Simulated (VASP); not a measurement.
# Y3F2 in VASP: notebook, part 2 of 2

VASP 6.6.1. The steps go on from the part before.

## (3) Single point, PBE

This run uses another cell than the first one, of 22.67 Å³/atom.

INCAR reads:

```
ALGO = Normal
EDIFF = 1E-6
ENCUT = 520
GGA = PE
ISIF = 2
ISMEAR = 0
LASPH = True
LCHARG = False
LREAL = False
LWAVE = False
NBANDS = 32
NELM = 100
PREC = Accurate
SIGMA = 0.1
```

KPOINTS reads:

```
k-points
0
Gamma
  12 12 12
```

POSCAR reads:

```
Y3F2
1.0
   -1.8326256898      1.8326256898      8.4387381671
    1.8326256898     -1.8326256898      8.4387381671
    1.8326256898      1.8326256898     -8.4387381671
Y F
3 2
Direct
    0.3429655941      0.3429655941      0.0000000000
    0.6570344059      0.6570344059      0.0000000000
    0.0000000000      0.0000000000      0.0000000000
    0.2500000000      0.7500000000      0.5000000000
    0.7500000000      0.2500000000      0.5000000000
```

Potentials or basis: VASP PAW PBE potentials, release 64 (Y_sv, F).

Started as:

```console
cat potpaw_PBE.64/Y_sv/POTCAR potpaw_PBE.64/F/POTCAR > POTCAR
mpirun -np 1 vasp_std > vasp.out
```

OUTCAR:

```text
EDIFF = 1E-6
   ENCUT = 520
   GGA = PE
   ISIF = 2
   ISMEAR = 0
   LASPH = True
   LREAL = False
   NELM = 100
   PREC = Accurate

 ion  position               nearest neighbor table
   1  0.343  0.343  0.000-   4 2.41   5 2.41   4 2.41   5 2.41   3 3.71   3 3.71   3 3.71   3 3.71
                             2 4.07   2 4.07   2 4.07   2 4.07
   2  0.657  0.657  0.000-   4 2.41   5 2.41   4 2.41   5 2.41   3 3.71   3 3.71   3 3.71   3 3.71
                             1 4.07   1 4.07   1 4.07   1 4.07
   3  0.000  0.000  0.000-   1 3.71   2 3.71   2 3.71   2 3.71   1 3.71   1 3.71   2 3.71   1 3.71

   4  0.250  0.750  0.500-   1 2.41   2 2.41   1 2.41   2 2.41
   5  0.750  0.250  0.500-   1 2.41   2 2.41   1 2.41   2 2.41

  LATTYP: Found a body centered tetragonal cell.
 ALAT       =     3.6652513796
 C/A-ratio  =     4.6047254571

  Lattice vectors:

 A1 = (  -1.8326256898,   1.8326256898,   8.4387381671)
 A2 = (   1.8326256898,  -1.8326256898,   8.4387381671)
 A3 = (   1.8326256898,   1.8326256898,  -8.4387381671)

Analysis of symmetry for initial positions (statically):
=====================================================================
 Subroutine PRICEL returns:
 Original cell was already a primitive cell.

 Routine SETGRP: Setting up the symmetry group for a
 body centered tetragonal supercell.

 Subroutine GETGRP returns: Found 16 space group operations
 (whereof 16 operations were pure point group operations)
 out of a pool of 16 trial point group operations.

The static configuration has the point symmetry D_4h.

Analysis of symmetry for dynamics (positions and initial velocities):
=====================================================================
 Subroutine PRICEL returns:
 Original cell was already a primitive cell.

 Routine SETGRP: Setting up the symmetry group for a
 body centered tetragonal supercell.

 Subroutine GETGRP returns: Found 16 space group operations
[... 130 lines left out ...]
  volume/ion in A,a.u.               =      22.67       153.01
  Fermi-wavevector in a.u.,A,eV,Ry     =   1.220710  2.306807 20.274483  1.490132
  Thomas-Fermi vector in A             =   2.355918
   LORBIT       =      0    0 simple, 1 ext, 2 COOP (PROOUT), +10 PAW based schemes
   GGA     = PE    functional components
   LHFCALC =     F    Hartree Fock is set to
   AEXX    =    0.0000 exact exchange contribution
   IVDW    =     0    specifies the selected vdW correction
   LEPSILON=     F    determine dielectric tensor
   LRPA    =     F    only Hartree local field effects (RPA)
 non-spin polarized calculation
 Gauss-broadening in eV      SIGMA  =   0.10
  energy-cutoff  :      520.00
  volume of cell :      113.37
 maximum number of plane-waves:      3090
 NGX is ok and might be reduce to    70

 number of electron      46.9999996 magnetization

 Free energy of the ion-electron system (eV)
  ---------------------------------------------------
  ext. energy  EPLUGINS =         0.00000000
  ---------------------------------------------------
  free energy    TOTEN  =       -33.18718706 eV

  energy without entropy =      -33.16398787  energy(sigma->0) =      -33.17558747

 E-fermi :   3.5888     XC(G=0):  -9.6069

 val. band max:        3.5863484633   @ k =  -0.3333   0.4167   0.1667
 cond. band min:       3.5905535827   @ k =   0.5000   0.5000   0.1667
 fundamental gap:      0.0042051194
 Fermi energy:         3.5887821220

 k-point     1 :       0.0000    0.0000    0.0000
  band No.  band energies     occupation
      1     -40.0878      2.00000
      2     -40.0693      2.00000
      3     -39.0128      2.00000
      4     -23.3186      2.00000
      5     -22.1262      2.00000
      6     -19.9921      2.00000
[... 829 lines left out ...]
     31       6.7488      0.00000
     32       7.2404      0.00000

 [... further k-points ...]

------------------------ aborting loop because EDIFF is reached ----------------------------------------

  FORCE on cell =-STRESS in cart. coord.  units (eV):
  Direction    XX          YY          ZZ          XY          YZ          ZX
  --------------------------------------------------------------------------------------
  -------------------------------------------------------------------------------------
  Total       -0.0847538     -0.0847538     -0.0613275      0.0000000      0.0000000     -0.0000000
  in kB       -1.1978016     -1.1978016     -0.8667234      0.0000000      0.0000000     -0.0000000
  external PRESSURE =      -1.0874422 kB  Pullay stress =       0.0000000 kB

 VOLUME and BASIS-vectors are now :
 -----------------------------------------------------------------------------
  energy-cutoff  :      520.00
  volume of cell :      113.37
      direct lattice vectors                 reciprocal lattice vectors
    -1.832625690  1.832625690  8.438738167     0.000000000  0.272832583  0.059250564
     1.832625690 -1.832625690  8.438738167     0.272832583  0.000000000  0.059250564
     1.832625690  1.832625690 -8.438738167     0.272832583  0.272832583  0.000000000

 POSITION                                       TOTAL-FORCE (eV/Angst)
 -----------------------------------------------------------------------------------
      0.00000      0.00000      5.78839         0.000000      0.000000      0.020247
      0.00000      0.00000     11.08908        -0.000000     -0.000000     -0.020247
      0.00000      0.00000      0.00000        -0.000000     -0.000000     -0.000000
      1.83263      0.00000      4.21937        -0.000000     -0.000000      0.000000
      0.00000      1.83263      4.21937        -0.000000     -0.000000      0.000000
 -----------------------------------------------------------------------------------
    total drift:                                0.000000     -0.000000      0.000000

  FREE ENERGIE OF THE ION-ELECTRON SYSTEM (eV)
  ---------------------------------------------------
  free  energy   TOTEN  =       -33.1871870598 eV

  energy  without entropy=      -33.1639878732  energy(sigma->0) =      -33.17558747
```

OSZICAR:

```text
N       E                     dE             d eps       ncg     rms          rms(c)
DAV:   1     0.299258319326E+03    0.29926E+03   -0.24015E+04 10432   0.141E+03
DAV:   2    -0.123080714558E+02   -0.31157E+03   -0.30121E+03 13280   0.347E+02
DAV:   3    -0.343101902870E+02   -0.22002E+02   -0.21645E+02 15320   0.735E+01
DAV:   4    -0.358907204011E+02   -0.15805E+01   -0.15758E+01 16368   0.151E+01
DAV:   5    -0.359196155670E+02   -0.28895E-01   -0.28887E-01 13720   0.220E+00    0.417E+01
DAV:   6    -0.333361577823E+02    0.25835E+01   -0.96007E+00 12544   0.164E+01    0.312E+01
DAV:   7    -0.331695058976E+02    0.16665E+00   -0.19924E+00 13536   0.687E+00    0.942E+00
DAV:   8    -0.331968577871E+02   -0.27352E-01   -0.18706E-01 16280   0.183E+00    0.160E+00
DAV:   9    -0.331867919541E+02    0.10066E-01   -0.38439E-02 12320   0.107E+00    0.546E-01
DAV:  10    -0.331872800702E+02   -0.48812E-03   -0.81692E-03 15336   0.469E-01    0.219E-01
DAV:  11    -0.331871675283E+02    0.11254E-03   -0.78184E-04 12856   0.153E-01    0.545E-02
DAV:  12    -0.331871844087E+02   -0.16880E-04   -0.64071E-05 13864   0.489E-02    0.267E-02
DAV:  13    -0.331871884106E+02   -0.40019E-05   -0.13309E-05 14928   0.171E-02    0.109E-02
DAV:  14    -0.331871872419E+02    0.11687E-05   -0.20927E-06 10656   0.956E-03    0.271E-03
DAV:  15    -0.331871870598E+02    0.18208E-06   -0.32462E-07  8528   0.345E-03
   1 F= -.33187187E+02 E0= -.33175587E+02  d E =-.231992E-01
```

Wall time 28 min (1 thread of Intel Xeon 6975P-C (Granite Rapids), shared host); peak memory 0.96 GiB.

Results:

| Quantity | Value |
| --- | --- |
| Free energy | -33.1872 eV |
| Pressure | -0.1 GPa |
| Largest force | 0.020 eV/Å |
| Band gap on the k mesh | zero (an odd number of electrons rules out a gap without spin polarisation) |

Forces on the atoms (eV/Å):
```
Y    0.000  0.000  0.020
Y    0.000  0.000 -0.020
Y    0.000  0.000  0.000
F    0.000  0.000  0.000
F    0.000  0.000  0.000
```

Caveat: an odd number of electrons without spin polarisation forces a metal; a magnetic or distorted state may lie lower.

## (4) Single point, PBE

This run uses another cell than the first one: it holds 10 atoms, not 5.

INCAR reads:

```
SYSTEM = Y3F2
PREC = Accurate
ENCUT = 520
EDIFF = 1E-6
ISMEAR = 0
SIGMA = 0.2
LREAL = .FALSE.
LASPH = .TRUE.
NELM = 80
ALGO = Normal
ISIF = 2
LWAVE = .FALSE.
LCHARG = .FALSE.
GGA = PE
NBANDS = 58
```

KPOINTS reads:

```
regular mesh
0
G
  4 4 4
  0 0 0
```

POSCAR reads:

```
Y3F2
1.0
   -3.6688089860      3.6663725961     -0.0002245611
    3.6694840997      3.6670224382      0.0027473807
    1.8309894379     -1.8361674446     -8.4278513738
Y F
6 4
Direct
    0.1569737100      0.5000130711      0.3137610007
    0.6565149861      0.9999469666      0.3137117891
    0.8432696292      0.4999238562      0.6861644833
    0.3431324958      1.0000116953      0.6861152143
    0.4999467033      0.5002716513      0.0000516789
   -0.0002756533      0.0002500394      0.9999325306
    0.4997291284      0.2501456295      0.4997329305
   -0.0001247542      0.7498592279      0.4995933103
    0.0001619610      0.2496506521      0.5003151592
    0.5006717937      0.7499272106      0.5006219032
```

Started as:

```console
cat potpaw_PBE.64/Y_sv/POTCAR potpaw_PBE.64/F/POTCAR > POTCAR
mpirun -np 1 vasp_std > vasp.out
```

Wall time 5.1 min (1 thread of Intel Xeon 6975P-C (Granite Rapids), shared host); peak memory 0.53 GiB.

It converged, with:

* Free energy: -66.4530 eV
* Pressure: -0.1 GPa
* Largest force: 0.022 eV/Å
* Band gap on the k mesh: zero (bands 47 and 48 overlap by 0.64 eV)

Forces in eV/Å, atoms in the order of the input:
```
Y    0.004 -0.005  0.017
Y   -0.007  0.008  0.016
Y    0.004  0.001 -0.020
Y    0.002 -0.001 -0.022
Y   -0.003 -0.003  0.003
Y   -0.006  0.001 -0.004
F   -0.004 -0.002  0.001
F   -0.003  0.001 -0.002
F    0.005  0.003  0.002
F    0.007 -0.002  0.009
```

Levels at points of the mesh, in eV from the Fermi level:
```tsv
k point	band 43	band 44	band 45	band 46	band 47	band 48	band 49	band 50	band 51	band 52
(0.00, 0.00, 0.00)	-1.22	-0.98	-0.86	-0.37	-0.32	-0.27	0.13	0.48	0.64	0.73
(0.50, 0.00, 0.00)	-0.92	-0.92	-0.22	-0.22	0.33	0.33	0.38	0.38	0.87	0.88
(0.00, 0.50, 0.00)	-0.88	-0.88	-0.16	-0.16	0.32	0.32	0.39	0.39	0.86	0.86
(0.50, 0.50, 0.00)	-0.83	-0.83	-0.60	-0.59	0.09	0.10	1.01	1.03	1.11	1.11
(0.00, 0.00, 0.50)	-0.98	-0.86	-0.82	-0.37	-0.32	-0.27	-0.24	0.64	0.73	1.47
(0.50, 0.00, 0.50)	-0.92	-0.92	-0.22	-0.22	0.33	0.33	0.38	0.38	0.87	0.88
(0.00, 0.50, 0.50)	-0.95	-0.95	-0.27	-0.27	0.34	0.34	0.36	0.36	0.90	0.90
(0.50, 0.50, 0.50)	-0.83	-0.83	-0.60	-0.59	0.09	0.10	1.01	1.03	1.11	1.11
```

## (5) Overview

```tsv
task	cell	k mesh	cutoff (eV)	smearing	gap on the mesh (eV)	pressure (GPa)	largest force (eV/Å)
relaxation of cell and atoms	relaxed from a = 7.227 Å, angles 150.7, 150.7, 41.8°, 5 atoms, atomic positions A	6 × 6 × 6	600	gaussian 0.2 eV	none	0.1	0.02
single point	a = 8.828 Å, angles 156.0, 156.0, 34.1°, 5 atoms, atomic positions B	12 × 12 × 12	520	gaussian 0.1 eV	none	-0.1	0.02
single point	a = 5.187, b = 5.188, c = 8.818 Å, angles 90.0, 107.1, 90.0°, 10 atoms, atomic positions C	4 × 4 × 4	520	gaussian 0.2 eV	none	-0.1	0.02
```

Alike in all rows: level PBE; potentials or basis VASP PAW PBE potentials, release 64 (Y_sv, F); no spin polarisation.

Caveats: an odd number of electrons without spin polarisation forces a metal (at least some runs); a magnetic or distorted state may lie lower (at least some runs); the volume moved by over 15 % at a fixed basis, so the end points are rough (at least some runs).

Absolute energies hang on the potentials; compare differences alone.
